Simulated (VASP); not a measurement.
# TiAl3 in VASP: relaxation of the atoms with PBE

Aim: the relaxation of the atoms of TiAl3 with PBE.

All numbers are computed with VASP 6.6.1; they aren't measurements. Logs are shortened: lines on timing, memory, paths and dates and some standing lists are left out, and cuts for length are marked.

## 1. The cell of the first run

The cell holds a slab with vacuum, 8 atoms: a = 5.097 Å, b = 5.097 Å, c = 18.078 Å, α = 90.00°, β = 90.00°, γ = 64.48°.

## 2. Relaxation of the atoms, PBE

The input, INCAR:

```
SYSTEM = TiAl3
ALGO     = Fast           ! electronic algorithm
DIPOL    = 0.5 0.5 0.500
EDIFF    = 1E-6           ! SCF threshold, eV
EDIFFG   = -0.03          ! ionic threshold
ENCUT    = 520            ! plane-wave cutoff, eV
GGA      = PE             ! functional
IBRION   = 2              ! ionic algorithm
IDIPOL   = 3            
ISIF     = 2              ! what is computed and relaxed
ISMEAR   = 0              ! smearing method
LASPH    = .TRUE.         ! aspherical terms in the spheres
LCHARG   = .FALSE.        ! write CHGCAR
LDIPOL   = .TRUE.       
LREAL    = .FALSE.        ! projectors in reciprocal space
LWAVE    = .FALSE.        ! write WAVECAR
NELM     = 100            ! most SCF steps
NSW      = 70             ! ionic steps
PREC     = Accurate       ! precision mode
SIGMA    = 0.1            ! smearing width, eV
```

The input, KPOINTS:

```
k-points
0
G
  6 6 1
  0 0 0
```

The input, POSCAR:

```
TiAl3
1.0
    5.0969736982      0.0000000000      0.0000000000
    2.1961599276      4.5995676375      0.0000000000
    0.0000000000      0.0000000000     18.0784240741
Al Ti
6 2
Selective dynamics
Direct
    0.5000000000      0.0000000000      0.3872018917  F F F
    0.0000000000      0.5000000000      0.3872018917  F F F
    0.0000000000      0.0000000000      0.4624006306  F F F
    0.0000000000      0.5000000000      0.5375993694  T T T
    0.5000000000      0.0000000000      0.5375993694  T T T
    0.5000000000      0.5000000000      0.6127981083  T T T
    0.5000000000      0.5000000000      0.4624006306  F F F
    0.0000000000      0.0000000000      0.6127981083  T T T
```

Potentials or basis: VASP PAW PBE potentials, release 64 (Al, Ti_sv).

The run is started by

```bash
cat potpaw_PBE.64/Al/POTCAR potpaw_PBE.64/Ti_sv/POTCAR > POTCAR
mpirun -np 1 vasp_std > vasp.out
```

OUTCAR:

```text
SYSTEM = TiAl3
   EDIFF = 1E-6
   EDIFFG = -0.03
   ENCUT = 520
   GGA = PE
   IBRION = 2
   ISIF = 2
   ISMEAR = 0
   LASPH = .TRUE.
   LREAL = .FALSE.
   NELM = 100
   NSW = 70
   PREC = Accurate

 ion  position               nearest neighbor table
   1  0.500  0.000  0.387-   5 2.72   2 2.72   2 2.72   7 2.89   7 2.89   3 2.89   3 2.89
   2  0.000  0.500  0.387-   4 2.72   1 2.72   1 2.72   3 2.89   3 2.89   7 2.89   7 2.89
   3  0.000  0.000  0.462-   8 2.72   7 2.72   7 2.72   4 2.89   4 2.89   5 2.89   5 2.89   2 2.89
                             2 2.89   1 2.89   1 2.89
   4  0.000  0.500  0.538-   2 2.72   5 2.72   5 2.72   3 2.89   3 2.89   7 2.89   7 2.89   8 2.89
                             8 2.89   6 2.89   6 2.89
   5  0.500  0.000  0.538-   1 2.72   4 2.72   4 2.72   7 2.89   7 2.89   3 2.89   3 2.89   6 2.89
                             6 2.89   8 2.89   8 2.89
   6  0.500  0.500  0.613-   7 2.72   8 2.72   8 2.72   5 2.89   5 2.89   4 2.89   4 2.89
   7  0.500  0.500  0.462-   6 2.72   3 2.72   3 2.72   5 2.89   5 2.89   4 2.89   4 2.89   1 2.89
                             1 2.89   2 2.89   2 2.89
   8  0.000  0.000  0.613-   3 2.72   6 2.72   6 2.72   4 2.89   4 2.89   5 2.89   5 2.89

  LATTYP: Found a base centered orthorhombic cell.
 ALAT       =     5.4378987655
 B/A-ratio  =     1.5856128664
 C/A-ratio  =     3.3245238379

  Lattice vectors:

 A1 = (  -2.1961599276,  -4.5995676375,   0.0000000000)
 A2 = (   5.0969736982,   0.0000000000,   0.0000000000)
 A3 = (   0.0000000000,   0.0000000000,  18.0784240741)

Analysis of symmetry for initial positions (statically):
=====================================================================
 Subroutine PRICEL returns:
 Original cell was already a primitive cell.

 Routine SETGRP: Setting up the symmetry group for a
 base centered orthorhombic supercell.

 Subroutine GETGRP returns: Found  4 space group operations
 (whereof  4 operations were pure point group operations)
 out of a pool of  8 trial point group operations.

The static configuration has the point symmetry C_2v.

Analysis of symmetry for dynamics (positions and initial velocities):
=====================================================================
 Subroutine PRICEL returns:
 Original cell was already a primitive cell.

 Routine SETGRP: Setting up the symmetry group for a
 base centered orthorhombic supercell.
[... 168 lines left out ...]
  free energy    TOTEN  =       -35.94631368 eV

  energy without entropy =      -35.90999913  energy(sigma->0) =      -35.92815640

------------------------ aborting loop EDIFF was not reached (unconverged)  ----------------------------

  FORCE on cell =-STRESS in cart. coord.  units (eV):
  Direction    XX          YY          ZZ          XY          YZ          ZX
  --------------------------------------------------------------------------------------
  -------------------------------------------------------------------------------------
  Total       -5.3113855     -4.3185957     -0.2533105     -1.0396337      0.0000000      0.0000000
  in kB      -20.0783690    -16.3253747     -0.9575774     -3.9300761      0.0000000      0.0000000
  external PRESSURE =     -12.4537737 kB  Pullay stress =       0.0000000 kB
[... 31 lines left out ...]
 number of electron      41.9999999 magnetization

------------------------ aborting loop because EDIFF is reached ----------------------------------------

 vacuum level on the upper side and lower side of the slab       (xc-potential included)        -0.273         0.012

  FORCE on cell =-STRESS in cart. coord.  units (eV):
  Direction    XX          YY          ZZ          XY          YZ          ZX
  --------------------------------------------------------------------------------------
  -------------------------------------------------------------------------------------
  Total       -5.1805594     -4.2068957     -0.3134979     -1.0196052      0.0000000      0.0000000
  in kB      -19.5838138    -15.9031206     -1.1851007     -3.8543635      0.0000000      0.0000000
  external PRESSURE =     -12.2240117 kB  Pullay stress =       0.0000000 kB
[... 23 lines left out ...]
  FREE ENERGIE OF THE ION-ELECTRON SYSTEM (eV)
  ---------------------------------------------------
  free  energy   TOTEN  =       -35.9721616324 eV

  energy  without entropy=      -35.9350785808  energy(sigma->0) =      -35.95362011

 dipolmoment           0.000000      0.000000      0.020101 electrons x Angstroem

--------------------------------------- Ionic step        3  -------------------------------------------

 number of electron      42.0000006 magnetization

------------------------ aborting loop because EDIFF is reached ----------------------------------------
[... 121 lines left out ...]
--------------------------------------- Ionic step        6  -------------------------------------------

 number of electron      41.9999999 magnetization

 dipolmoment           0.000000      0.000000     -0.028642 electrons x Angstroem

 Free energy of the ion-electron system (eV)
  ---------------------------------------------------
  ext. energy  EPLUGINS =         0.00000000
  ---------------------------------------------------
  free energy    TOTEN  =       -35.99471407 eV

  energy without entropy =      -35.95378239  energy(sigma->0) =      -35.97424823

 E-fermi :  -0.2871     XC(G=0):  -4.4341

 val. band max:       -0.3035077656   @ k =   0.5000   0.1667   0.0000
 cond. band min:      -0.2778455690   @ k =   0.3333   0.1667   0.0000
 fundamental gap:      0.0256621966
 Fermi energy:        -0.2870631446

 k-point     1 :       0.0000    0.0000    0.0000
  band No.  band energies     occupation
      1     -57.3379      2.00000
      2     -56.9602      2.00000
      3     -33.7829      2.00000
      4     -33.6150      2.00000
      5     -33.4435      2.00000
      6     -33.3148      2.00000
[... 366 lines left out ...]
     25       0.5030      0.00000
     26       0.7740      0.00000

------------------------ aborting loop because EDIFF is reached ----------------------------------------

 vacuum level on the upper side and lower side of the slab       (xc-potential included)        -0.315        -0.080

  FORCE on cell =-STRESS in cart. coord.  units (eV):
  Direction    XX          YY          ZZ          XY          YZ          ZX
  --------------------------------------------------------------------------------------
  -------------------------------------------------------------------------------------
  Total       -5.1416336     -4.1350033     -1.6653017     -1.0541273      0.0000000      0.0000000
  in kB      -19.4366645    -15.6313495     -6.2952580     -3.9848655      0.0000000      0.0000000
  external PRESSURE =     -13.7877573 kB  Pullay stress =       0.0000000 kB
[... 23 lines left out ...]
  FREE ENERGIE OF THE ION-ELECTRON SYSTEM (eV)
  ---------------------------------------------------
  free  energy   TOTEN  =       -35.9947140672 eV

  energy  without entropy=      -35.9537823885  energy(sigma->0) =      -35.97424823

 reached required accuracy - stopping structural energy minimisation

 vacuum level on the upper side and lower side of the slab         3.486         3.743
```

OSZICAR:

```text
N       E                     dE             d eps       ncg     rms          rms(c)
DAV:   1     0.274317373141E+03    0.27432E+03   -0.18522E+04   860   0.127E+03
DAV:   2    -0.868523974254E+01   -0.28300E+03   -0.28007E+03   808   0.323E+02
DAV:   3    -0.379414601385E+02   -0.29256E+02   -0.28866E+02  1198   0.881E+01
DAV:   4    -0.423284801903E+02   -0.43870E+01   -0.43609E+01  1072   0.285E+01
[... 173 lines left out ...]
RMM:  13    -0.359947080929E+02   -0.47293E-05   -0.35965E-05   791   0.295E-02    0.502E-04
RMM:  14    -0.359947105755E+02   -0.24825E-05   -0.26116E-05   686   0.260E-02    0.537E-04
RMM:  15    -0.359947122987E+02   -0.17232E-05   -0.18344E-05   658   0.236E-02    0.683E-04
RMM:  16    -0.359947133318E+02   -0.10331E-05   -0.13732E-05   615   0.220E-02    0.972E-04
RMM:  17    -0.359947140672E+02   -0.73549E-06   -0.85605E-06   572   0.205E-02
   6 F= -.35994714E+02 E0= -.35974248E+02  d E =-.438992E-02
```

CONTCAR:

```text
TiAl3
   1.00000000000000
     5.0969736982000002    0.0000000000000000    0.0000000000000000
     2.1961599276000001    4.5995676374999999    0.0000000000000000
     0.0000000000000000    0.0000000000000000   18.0784240740999991
  Al              Ti
     6     2
Selective dynamics
Direct
     0.5000000000000000    0.0000000000000000    0.3872018917000020   F   F   F
     0.0000000000000000    0.5000000000000000    0.3872018917000020   F   F   F
     0.0000000000000000    0.0000000000000000    0.4624006306000013   F   F   F
     1.0000000000000000    0.5000000000000000    0.5425809388844847   T   T   T
     0.5000000000000000    0.0000000000000000    0.5425809388844847   T   T   T
     0.5000000000000000    0.5000000000000000    0.6158822457466171   T   T   T
     0.5000000000000000    0.5000000000000000    0.4624006306000013   F   F   F
     0.0000000000000000    0.0000000000000000    0.6126933625285289   T   T   T

  0.00000000E+00  0.00000000E+00  0.00000000E+00
  0.00000000E+00  0.00000000E+00  0.00000000E+00
  0.00000000E+00  0.00000000E+00  0.00000000E+00
  0.00000000E+00  0.00000000E+00  0.00000000E+00
  0.00000000E+00  0.00000000E+00  0.00000000E+00
  0.00000000E+00  0.00000000E+00  0.00000000E+00
  0.00000000E+00  0.00000000E+00  0.00000000E+00
  0.00000000E+00  0.00000000E+00  0.00000000E+00
```

Wall time 44 min (1 thread of Oxide Virtual Turin-like, shared host); peak memory 0.6 GiB.

Results:

```
Free energy               : -35.9947 eV
Energy gained by relaxing : 6.1 meV/atom
Ionic steps               : 6
Band gap on the k mesh    : zero (bands 21 and 22 overlap by 0.38 eV)
```

Step by step:
```tsv
step	energy change (eV)	largest force on free atoms (eV/Å)	pressure (GPa)
1	0.0000	0.3477	-1.25
2	-0.0258	0.2708	-1.22
3	-0.0439	0.1661	-1.22
4	-0.0440	0.1845	-1.22
5	-0.0466	0.1238	-1.28
6	-0.0484	0.0094	-1.38
```

Final structure:
```yaml
crystal:
  lattice:
    - [5.09697, 0.00000, 0.00000]
    - [2.19616, 4.59957, 0.00000]
    - [0.00000, 0.00000, 18.07842]
  atoms:
    - { symbol: Al, position: [0.50000, 0.00000, 0.38720] }
    - { symbol: Al, position: [0.00000, 0.50000, 0.38720] }
    - { symbol: Al, position: [0.00000, 0.00000, 0.46240] }
    - { symbol: Al, position: [0.00000, 0.50000, 0.54258] }
    - { symbol: Al, position: [0.50000, 0.00000, 0.54258] }
    - { symbol: Al, position: [0.50000, 0.50000, 0.61588] }
    - { symbol: Ti, position: [0.50000, 0.50000, 0.46240] }
    - { symbol: Ti, position: [0.00000, 0.00000, 0.61269] }
```

Levels at points of the mesh, in eV from the Fermi level:
| k point | band 17 | band 18 | band 19 | band 20 | band 21 | band 22 | band 23 | band 24 | band 25 | band 26 |
| --- | --- | --- | --- | --- | --- | --- | --- | --- | --- | --- |
| (0.00, 0.00, 0.00) | -1.15 | -1.11 | -1.08 | -0.84 | -0.43 | -0.17 | 0.13 | 0.68 | 1.37 | 1.65 |
| (0.50, 0.00, 0.00) | -1.43 | -0.63 | -0.57 | -0.25 | -0.08 | 0.21 | 0.75 | 0.80 | 1.09 | 1.10 |
| (0.50, 0.50, 0.00) | -1.81 | -0.81 | -0.37 | 0.08 | 0.14 | 0.23 | 0.51 | 0.58 | 0.79 | 1.06 |

The gap in the log of VASP goes by the Fermi energy; the results here count the filled bands.